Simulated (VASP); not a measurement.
# BaO: G0W0 quasiparticle levels with LDA

BaO:

```
Ba O
1.0
     0.00000    2.77194    2.77194
     2.77194    0.00000    2.77194
     2.77194    2.77194    0.00000
Ba O
1 1
Direct
  0.00000 0.00000 0.00000
  0.50000 0.50000 0.50000
```

| Quantity | Value |
| --- | --- |
| Program | VASP 6.6.1 |
| Task | G0W0 quasiparticle levels |
| Functional | LDA |
| Potentials or basis | VASP PAW LDA potentials, release 64 (Ba_sv_GW, O_GW) |
| Cutoff | 500 eV |
| k mesh | 4 × 4 × 4 |
| Occupations | gaussian, width 0.01 eV |
| Spin | no spin polarisation |
| Dipole correction | no |
| GW scheme | G0W0 |
| GW iterations | 1 |
| Cutoff of the response function | 80 |
| Frequency points | 48 |
| Empty bands | 60 |
| Further INCAR settings | ALGO = EVGW0; EDIFF = 1e-08; NBANDS = 68 |

The quasiparticle gap is 3.13 eV and the least direct quasiparticle gap is 3.13 eV. The band gap of the starting levels on the mesh is 1.90 eV. The least direct gap of the starting levels on the mesh is 1.90 eV.

Wall time 2.1 min on 1 thread of Intel Xeon 8259CL, on a shared host, peak memory 0.41 GiB.

Caveat: the k points lie up to 0.49 Å⁻¹ apart; bands, screening cutoff and mesh are small and nothing is extrapolated, so the quasiparticle values aren't converged; spin-orbit coupling is left out, which moves the levels of the heavy elements.
